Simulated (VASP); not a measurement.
A run of VASP 6.6.1 is set up as follows.

The input INCAR:

```
SYSTEM = AsHF
PREC = Accurate
ENCUT = 700
EDIFF = 1E-6
ISMEAR = 0
SIGMA = 0.1
LREAL = .False.
LASPH = .True.
NELM = 120
ALGO = Normal
ISIF = 2
LWAVE = .False.
LCHARG = .False.
GGA = PE
NBANDS = 18
GGA_COMPAT = .False.
```

Contents of KPOINTS:

```
regular mesh
0
Gamma
  4 4 8
  0 0 0
```

Contents of POSCAR:

```
AsHF
1.0
    5.3491557647      0.0000000000      0.0000000000
    0.0000000000      5.3491557647      0.0000000000
    0.0000000000      0.0000000000      2.3186125736
H As F
1 1 1
Direct
    0.0000000000      0.0000000000      0.0000000000
    0.5000000000      0.5000000000      0.5000000000
    0.0000000000      0.0000000000      0.5000000000
```

Potentials or basis: VASP PAW PBE potentials, release 64 (H, As_d, F).

Command:

```console
$ cat potpaw_PBE.64/H/POTCAR potpaw_PBE.64/As_d/POTCAR potpaw_PBE.64/F/POTCAR > POTCAR
$ mpirun -np 1 vasp_std > vasp.out
```

**Question.** What does it give for the band gap on the k mesh?

**Answer.** Zero (an odd number of electrons rules out a gap without spin polarisation).

**Question.** What does it give for the pressure?

**Answer.** 0.0 GPa.

Stress tensor (GPa, compression positive):
```
 0.08  0.00  0.00
 0.00  0.08  0.00
 0.00  0.00 -0.11
```

Caveat: an odd number of electrons without spin polarisation forces a metal; a magnetic or distorted state may lie lower.
